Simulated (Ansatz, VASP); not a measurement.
## Li3TlF2: VASP beside Ansatz

```
Li Tl F
1.0
     3.17413    1.83258    3.09919
    -3.17413    1.83258    3.09919
     0.00000   -3.66517    3.09919
Li Tl F
3 1 2
Direct
  0.50000 0.50000 0.00000
  0.50000 0.00000 0.50000
  0.00000 0.50000 0.50000
  0.00000 0.00000 0.00000
  0.65940 0.65940 0.65940
  0.34060 0.34060 0.34060
```

Alike in both runs: functional PBE; k mesh 12 × 12 × 12; occupations gaussian, width 0.1 eV; no spin polarisation.

Ansatz relaxed the structure, and its values are those at the end. VASP's run is a single point on that final structure, the one shown.

|  | VASP | Ansatz |
| --- | --- | --- |
| version | VASP 6.6.1 | Ansatz 0.2.0 |
| potentials or method | VASP PAW PBE potentials, release 64 (Li_sv, Tl_d, F), cutoff 750 eV | scalar-relativistic, plane waves, PAW |
| valence electrons in the cell | 36 | 36 |

VASP gave:

- gap on the k mesh at the Fermi level (eV): none
- pressure (GPa): -0.2

Task: What did Ansatz give for the same quantities?

Result: gap on the k mesh at the Fermi level (eV): none; pressure (GPa): 0.0.

A gap of «none» marks a metal or a gap that the smearing closes.

Spin-orbit coupling is off throughout.
